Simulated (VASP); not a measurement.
Wanted: the native input for a VASP 6.6.1 run.

```yaml
Task: relaxation of cell and atoms
Functional: PBE
Potentials_or_basis: VASP PAW PBE potentials, release 64 (B, F)
Cutoff: 600 eV
k_mesh: 12 × 12 × 8
Occupations: gaussian, width 0.1 eV
Spin: no spin polarisation
Dipole_correction: no
Further_INCAR_settings: ALGO = Fast; EDIFF = 1e-07; IBRION = 2; EDIFFG = -0.01; NSW = 100; ISIF = 3
```

The structure of B3F2 lies in POSCAR:

```
B3F2
1.0
    3.3239946667      0.0000000000      0.0000000000
    0.0000000000      3.3239946667      0.0000000000
    0.0000000000      0.0000000000      4.8641038913
B F
3 2
Direct
    0.5000000000      0.0000000000      0.8133908289
    0.0000000000      0.5000000000      0.8133908289
    0.0000000000      0.0000000000      0.6946743330
    0.5000000000      0.0000000000      0.0910185195
    0.0000000000      0.5000000000      0.0910185195
```

The cell was generated, and may not be a known phase.

One way to write it, as run:

INCAR

```
SYSTEM = B3F2
  PREC = Accurate
  ENCUT = 600
  EDIFF = 1E-7
  ISMEAR = 0
  SIGMA = 0.1
  LREAL = .False.
  LASPH = .True.
  NELM = 80
  ALGO = Fast
  ISIF = 3
  LWAVE = .False.
  LCHARG = .False.
  GGA = PE
  IBRION = 2
  NSW = 100
  EDIFFG = -0.01
```

KPOINTS

```
regular mesh
0
Gamma
  12 12 8
  0 0 0
```

Potentials or basis: VASP PAW PBE potentials, release 64 (B, F).

The run is started by

```bash
$ cat potpaw_PBE.64/B/POTCAR potpaw_PBE.64/F/POTCAR > POTCAR
$ mpirun -np 1 vasp_std > vasp.out
```

It gave:

```json
{"Relaxed volume": "9.97 Å³/atom", "Relaxed cell": "a = 3.322 Å, b = 3.322 Å, c = 4.515 Å, α = 90.00°, β = 90.00°, γ = 90.00°", "Space group after relaxing (to 0.1 Å)": "P4mm (No. 99)", "Energy gained by relaxing": "4.1 meV/atom", "Ionic steps": "23", "Pressure after relaxing": "0.0 GPa", "Largest force after relaxing": "0.007 eV/Å", "Band gap on the k mesh": "zero (an odd number of electrons rules out a gap without spin polarisation)"}
```

Caveat: an odd number of electrons without spin polarisation forces a metal; a magnetic or distorted state may lie lower.

It took 21 min on 1 thread of Oxide Virtual Turin-like Processor (shared host), peak memory 0.24 GiB.
